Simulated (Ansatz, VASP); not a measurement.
**TiMoSe4 in VASP and in Ansatz**

```
Ti Mo Se
1.0
     5.37543    0.00000    0.00000
    -2.68771    4.65526    0.00000
     0.00000    0.00000    4.80985
Ti Mo Se
1 1 4
Cartesian
  0.0000 0.0000 0.0000
  0.0000 3.1035 0.0000
  2.6877 1.5518 0.0000
  2.6877 -0.0460 2.4049
  4.0714 2.3506 2.4049
  1.3040 2.3506 2.4049
```

Change from the starting cell: species swapped into the NdGaCo4 type (P-6m2, No. 187).

Alike in both runs: functional PBE; k mesh 2 × 2 × 3; occupations gaussian, width 0.15 eV; collinear spin.

Ansatz relaxed the structure, and its values are those at the end. VASP's run is a single point on that final structure, the one shown.

|  | VASP | Ansatz |
| --- | --- | --- |
| version | VASP 6.6.1 | Ansatz 0.2.0 |
| potentials or method | VASP PAW PBE potentials, release 64 (Ti_sv, Mo_sv, Se), cutoff 520 eV | scalar-relativistic, plane waves, PAW |
| valence electrons in the cell | 50 | 90 |

```csv
,VASP,Ansatz,Ansatz less VASP
gap on the k mesh at the Fermi level (eV),none,none,-
pressure (GPa),-1.0,-0.1,+0.91
rms of the force components (eV/Å),0.006,0.001,-0.0049
net moment per atom (μB),0.00,0.13,+0.126
size of the moment on the site where the two differ most (μB),0.00,1.10,+1.093
```

The net moments are unlike, so the other rows may belong to different states. Site moments also hang on the region over which each program counts them. A gap of «none» marks a metal or a gap that the smearing closes. VASP's potentials hold 50 valence electrons a cell and Ansatz's 90, so a difference there can come from the potentials and not from the codes. Ansatz's warnings: seeded moment not kept.

The k mesh is coarse, so the values compare programs but aren't converged.
